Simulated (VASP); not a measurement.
Write the native input for VASP 6.6.1 that does the following.

```yaml
Task: single point
Functional: PBE
Potentials_or_basis: VASP PAW PBE potentials, release 64 (Ba_sv, Ti_sv, O, N)
Cutoff: 520 eV
k_mesh: 1 × 1 × 1
Occupations: fermi-dirac, width 0.02 eV
Spin: collinear spin, ferromagnetic start
Dipole_correction: no
Further_INCAR_settings: LREAL = Auto; ALGO = Normal; EDIFF = 1e-07; NBANDS = 192
```

The structure of Ba8Ti8NO24 (a cell with a defect) lies in POSCAR:

```
Ba8Ti8NO24
1.0
    7.9809600000      0.0000000000      0.0000000000
    0.0000000000      7.9809600000      0.0000000000
    0.0000000000      0.0000000000      8.0460600000
Ba Ti O N
8 8 24 1
Direct
   -0.0097246583     -0.0082606266     -0.0085218522
   -0.0020854856     -0.0042477135      0.5015262489
   -0.0032215827      0.4942127806     -0.0134860546
    0.0120458690      0.4884815452      0.5107477476
    0.4968495331     -0.0088760735     -0.0052942948
    0.4908879232     -0.0046979983      0.4969589532
    0.4926240752      0.4949980992     -0.0071560328
    0.4757570988      0.4924846048      0.5040241157
    0.2323458296      0.2305447825      0.2530445176
    0.2387912144      0.2297321490      0.7630174243
    0.2284618349      0.7333713319      0.2548246325
    0.2368987995      0.7371114270      0.7620288845
    0.7360954271      0.2258723969      0.2550176896
    0.7317642298      0.2357115866      0.7537832057
    0.7359711984      0.7540165756      0.2569675856
    0.7307174201      0.7358895119      0.7437293193
    0.2541412611      0.2548969148      0.4784054310
    0.2570767334      0.0034376332      0.2324419903
    0.0068954108      0.2576651258      0.2301283365
    0.2599871972      0.2525806562      0.9861463707
    0.2595062865      0.0043257840      0.7328579477
    0.0135385538      0.2542857228      0.7361585429
    0.2554322520      0.7537275500      0.4777955996
    0.2587905691      0.5079001146      0.2290215019
    0.0008304118      0.7476440841      0.2287684675
    0.2548548553      0.7596772520      0.9850419814
    0.2562946410      0.5066744008      0.7416809042
    0.0127684372      0.7575832424      0.7304866338
    0.7643358571      0.2374094835      0.4801610452
    0.7546700569     -0.0003934680      0.2202552169
    0.5100407567      0.2573525941      0.2350078794
    0.7587028399      0.2545844161      0.9777493891
    0.7598733027      0.0115707821      0.7427441703
    0.5032301906      0.2561476841      0.7310236641
    0.7521126491      0.7971848513      0.4944658048
    0.7453419748      0.5367208283      0.3582766909
    0.5118911006      0.7507466158      0.2263183455
    0.7562065572      0.7577702877      0.9692934345
    0.7596331478      0.5065414879      0.7242633509
    0.5015476398      0.7567590862      0.7311637853
    0.7549638909      0.4914453908      1.2020841255
```

One way to write it, as run:

INCAR

```
SYSTEM = Ba8Ti8NO24
PREC     = Accurate       ! precision mode
ENCUT    = 520            ! plane-wave cutoff, eV
EDIFF    = 1E-7           ! SCF threshold, eV
ISMEAR   = -1             ! smearing method
SIGMA    = 0.02           ! smearing width, eV
LREAL    = Auto         
LASPH    = .TRUE.         ! aspherical terms in the spheres
NELM     = 150            ! most SCF steps
ALGO     = Normal         ! electronic algorithm
ISIF     = 2              ! what is computed and relaxed
LWAVE    = .FALSE.        ! write WAVECAR
LCHARG   = .FALSE.        ! write CHGCAR
ISPIN    = 2              ! spin polarisation
MAGMOM   = 0 0 0 0 0 0 0 0 0 0 0 0 0 0 0 0 0 0 0 0 0 0 0 0 0 0 0 0 0 0 0 0 0 0 0 0 0 0 0 0 1 ! initial moments
LORBIT   = 11             ! projections on sites
LMAXMIX  = 4              ! l up to which the mixer works
GGA      = PE             ! functional
NBANDS   = 192            ! bands
```

KPOINTS

```
regular mesh
0
G
  1 1 1
  0 0 0
```

Potentials or basis: VASP PAW PBE potentials, release 64 (Ba_sv, Ti_sv, O, N).

Command:

```bash
$ cat potpaw_PBE.64/Ba_sv/POTCAR potpaw_PBE.64/Ti_sv/POTCAR potpaw_PBE.64/O/POTCAR potpaw_PBE.64/N/POTCAR > POTCAR
$ mpirun -np 1 vasp_gam > vasp.out
```

It gave:

| Property | Result |
| --- | --- |
| Pressure | 14.8 GPa |
| Largest force | 0.235 eV/Å |
| Band gap on the k mesh | 1.37 eV |
| Net moment | 1.00 μB per cell |
| Site moments | Ba -0.00, +0.00, +0.02, +0.01 (each value once); Ti -0.00, +0.00, -0.01, -0.02 (each value once); O -0.00, +0.01, +0.02, +0.00, +0.03, +0.19 (each value once); N +0.45 μB |
| Valence electrons inside the program's atomic spheres | Ba 8.02, 8.04, 8.05, 8.01, 8.06 (each value once); Ti 10.41, 10.45, 10.42, 10.44, 10.43, 10.39 (each value once); O 5.06, 5.05, 5.04, 5.09, 5.14 (each value once); N 3.73 |

Caveat: the k points lie up to 0.79 Å⁻¹ apart; spin-orbit coupling is left out, which moves the levels of the heavy elements.

Wall time 13 min on 1 thread of Intel(R) Xeon(R) Platinum 8375C CPU @ 2.90GHz (Ice Lake), on a shared host, peak memory 0.67 GiB.
